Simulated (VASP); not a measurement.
Input of a VASP 6.6.1 run:

The input INCAR:

```
PREC = Accurate
ENCUT = 520
EDIFF = 1E-6
ISMEAR = -1
SIGMA = 0.05
LREAL = F
LASPH = T
NELM = 150
ALGO = Normal
ISIF = 2
LWAVE = F
LCHARG = T
ISPIN = 2
MAGMOM = 4.5 4.5
LORBIT = 11
NUPDOWN = 9.0
LMAXMIX = 4
GGA = PS
LELF = T
LVHAR = T
NBANDS = 23
```

The input KPOINTS:

```
Automatic mesh
0
Gamma
  11 11 6
```

POSCAR

```
Cr
1.0
    1.1470505050     -2.4670251200      0.0000000000
    1.1470505050      2.4670251200      0.0000000000
    0.0000000000      0.0000000000      4.0643107400
Cr
2
Direct
    0.8705325800      0.1294674200      0.7500000000
    0.1294674200      0.8705325800      0.2500000000
```

Potentials or basis: VASP PAW PBE potentials, release 64 (Cr_pv).

Launch:

```sh
$ cat potpaw_PBE.64/Cr_pv/POTCAR > POTCAR
$ mpirun -np 1 vasp_std > vasp.out
```

Estimate the pressure.

120.0 GPa.

Predict the largest force.

0.708 eV/Å.

Forces in eV/Å, atoms in the order of the input:
```
Cr   0.000  0.708  0.000
Cr   0.000 -0.708  0.000
```

Caveat: the PAW data sets were made with another functional, which shifts forces and pressure a little; the total moment is fixed, so each spin has its own Fermi level.
